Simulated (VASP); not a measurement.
**BiTe: single point with PBE**

Crystal: BiTe.

```
Bi Te
1.0
     0.00809    3.23500    3.23500
     3.23500    0.00809    3.23500
     3.24309    3.24309    0.00000
Bi Te
1 1
Cartesian
  0.0000 0.0000 0.0000
  3.2431 3.2431 3.2350
```

This cell differs from its parent crystal: strain +0.0050 x Voigt [0, 0, 0, 0, 0, 1].

```json
{
 "Program": "VASP 6.6.1",
 "Task": "single point",
 "Functional": "PBE",
 "Potentials or basis": "VASP PAW PBE potentials, release 64 (Bi_d, Te)",
 "Cutoff": "520 eV",
 "k mesh": "14 × 14 × 14",
 "Occupations": "gaussian, width 0.15 eV",
 "Spin": "no spin polarisation",
 "Dipole correction": "no",
 "Further INCAR settings": "ALGO = Normal; EDIFF = 1e-06; NBANDS = 18"
}
```

- Pressure: 0.7 GPa
- Band gap on the k mesh: zero (an odd number of electrons rules out a gap without spin polarisation)

Levels at points of the mesh, in eV from the Fermi level:
```
           k point  band 8  band 9  band 10  band 11  band 12  band 13
(0.00, 0.00, 0.00)   -2.58   -2.56    -2.54     2.13     2.14     2.15
(0.50, 0.00, 0.00)   -1.95   -1.93    -1.62    -0.84    -0.65    -0.64
(0.50, 0.50, 0.00)   -5.67   -4.05    -4.00     2.23     3.57     3.59
(0.00, 0.00, 0.50)   -1.93   -1.92    -1.60    -0.82    -0.63    -0.62
(0.50, 0.00, 0.50)   -5.67   -4.03    -4.03     2.23     3.58     3.58
```

Wall time 2.5 min on 1 thread of Intel(R) Xeon(R) 6975P-C (Granite Rapids), on a shared host, peak memory 0.61 GiB.

Caveat: the cell differs from its parent crystal (strain +0.0050 x Voigt [0, 0, 0, 0, 0, 1]); spin-orbit coupling is left out, which moves the levels of the heavy elements.
